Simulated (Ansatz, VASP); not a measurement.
Given: the input of a run of Ansatz 0.2.0 on Sn.

input.yaml

```yaml
crystal:
  lattice:
    - [-2.9401404553, 2.9401404553, 1.5993019889]
    - [2.9401404553, -2.9401404553, 1.5993019889]
    - [2.9401404553, 2.9401404553, -1.5993019889]
  atoms:
    - { symbol: Sn, position: [0.0, 0.0, 0.0] }
    - { symbol: Sn, position: [0.75, 0.25, 0.5] }
kpoints:
  mp_grid: { grid: [9, 9, 9] }
scf:
  occupations: { method: gaussian, width: 0.023 }
hamiltonian:
  xc: pbe
  pseudopotentials: { kind: all_electron, lapw: { basis_error: 0.001 } }
output:
  forces: true
  stress: true
  eigenvalues: true
```

Potentials or basis: all-electron LAPW, scalar-relativistic.

Run with:

```console
$ ansatz run input.yaml --threads 1 --pin off --max-ram 3072MiB --backend cpu --events-out ev --progress --plain --runs-dir out
```

Problem. Set up the same calculation for VASP 6.6.1. Potentials there: VASP PAW PBE potentials, release 64 (Sn_d).

Solution. As run (the cutoff follows the program's own potentials):

The input INCAR:

```
SYSTEM = Sn
  PREC = Accurate
  ENCUT = 520
  EDIFF = 1E-6
  ISMEAR = 0
  SIGMA = 0.023
  LREAL = .FALSE.
  LASPH = .TRUE.
  NELM = 60
  ALGO = Normal
  ISIF = 2
  LWAVE = .FALSE.
  LCHARG = .TRUE.
  GGA = PE
  LELF = .TRUE.
  LVHAR = .TRUE.
  NBANDS = 21
```

KPOINTS

```
regular mesh
0
G
  9 9 9
  0 0 0
```

Contents of POSCAR:

```
Sn
1.0
   -2.9401404553      2.9401404553      1.5993019889
    2.9401404553     -2.9401404553      1.5993019889
    2.9401404553      2.9401404553     -1.5993019889
Sn
2
Direct
    0.0000000000      0.0000000000      0.0000000000
    0.7500000000      0.2500000000      0.5000000000
```

Potentials or basis: VASP PAW PBE potentials, release 64 (Sn_d).

Launch:

```console
$ cat potpaw_PBE.64/Sn_d/POTCAR > POTCAR
$ mpirun -np 1 vasp_std > vasp.out
```

Both were run:

|  | VASP | Ansatz | Ansatz less VASP |
| --- | --- | --- | --- |
| gap on the k mesh at the Fermi level (eV) | none | none | - |
| pressure (GPa) | 1.4 | 1.4 | +0.05 |
| traceless stress, the component that is largest in VASP (GPa) | -0.21 | -0.21 | -0.008 |

A gap of «none» marks a metal or a gap that the smearing closes. Ansatz ran all-electron here, and VASP with PAW potentials.
